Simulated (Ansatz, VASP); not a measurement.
## One calculation of NaCl, two programs

File POSCAR:

```
NaCl
1.0
    0.0000000000      2.8026988303      2.8026988303
    2.8026988303      0.0000000000      2.8026988303
    2.8026988303      2.8026988303      0.0000000000
Na Cl
1 1
Direct
    0.0000000000      0.0000000000      0.0000000000
    0.5000000000      0.5000000000      0.5000000000
```

The input INCAR.step1:

```
SYSTEM = NaCl
ALGO     = Normal         ! electronic algorithm
EDIFF    = 1E-4           ! SCF threshold, eV
ENCUT    = 520            ! plane-wave cutoff, eV
GGA      = PE             ! functional
ISMEAR   = 0              ! smearing method
LASPH    = .True.         ! aspherical terms in the spheres
LCHARG   = .False.        ! write CHGCAR
LREAL    = .False.        ! projectors in reciprocal space
LWAVE    = .True.         ! write WAVECAR
NBANDS   = 14             ! bands
NELM     = 60             ! most SCF steps
PREC     = Accurate       ! precision mode
SIGMA    = 0.01           ! smearing width, eV
```

Contents of INCAR.step2:

```
SYSTEM = NaCl
ALGO     = Normal         ! electronic algorithm
EDIFF    = 1E-7           ! SCF threshold, eV
ENCUT    = 520            ! plane-wave cutoff, eV
ISIF     = 2              ! what is computed and relaxed
ISMEAR   = 0              ! smearing method
ISTART   = 1            
LASPH    = .True.         ! aspherical terms in the spheres
LCHARG   = .True.         ! write CHGCAR
LELF     = .True.         ! ELF
LMIXTAU  = .True.       
LREAL    = .False.        ! projectors in reciprocal space
LVHAR    = .True.       
LWAVE    = .False.        ! write WAVECAR
METAGGA  = R2SCAN         ! meta-GGA
NBANDS   = 14             ! bands
NELM     = 60             ! most SCF steps
PREC     = Accurate       ! precision mode
SIGMA    = 0.01           ! smearing width, eV
```

The input KPOINTS:

```
k-points
0
Gamma
  8 8 8
  0 0 0
```

Input for Ansatz:

```yaml
crystal:
  lattice:
    - [0.0, 2.8026988303, 2.8026988303]
    - [2.8026988303, 0.0, 2.8026988303]
    - [2.8026988303, 2.8026988303, 0.0]
  atoms:
    - { symbol: Na, position: [0.0, 0.0, 0.0] }
    - { symbol: Cl, position: [0.5, 0.5, 0.5] }
kpoints:
  mp_grid: { grid: [8, 8, 8] }
  band_path:
    path:
      - [0.0, 0.0, 0.0]
      - [0.5, 0.0, 0.5]
      - [0.625, 0.25, 0.625]
      - [0.375, 0.375, 0.75]
      - [0.5, 0.5, 0.5]
      - [0.5, 0.25, 0.75]
    npoints: 1
hamiltonian:
  xc: r2scan
scf:
  occupations: { method: fixed }
  n_extra_bands: 4
output:
  forces: true
  stress: true
  eigenvalues: true
  write_density: true
  write_potential: true
  elf: true
  volumetric_format: npy
```

Alike in both runs: task single point; functional r2SCAN; k mesh 8 × 8 × 8; no spin polarisation.

|  | VASP | Ansatz |
| --- | --- | --- |
| version | VASP 6.6.1 | Ansatz 0.2.0 |
| potentials or method | VASP PAW PBE potentials, release 64 (Na_pv, Cl) | plane waves, PAW |
| plane-wave cutoff (eV) | 520 | 500 |
| occupations | gaussian, width 0.01 eV | fixed |
| valence electrons in the cell | 14 | 16 |

Ansatz gave:

```
gap on the k mesh at the Fermi level (eV) : 5.98
pressure (GPa)                            : 0.0
```

Problem. What did VASP give for the same quantities?

Solution. gap on the k mesh at the Fermi level (eV): 6.00; pressure (GPa): -0.2.

VASP's potentials were made for PBE, not for r2SCAN. VASP's potentials hold 14 valence electrons a cell and Ansatz's 16, so a difference there can come from the potentials and not from the codes.
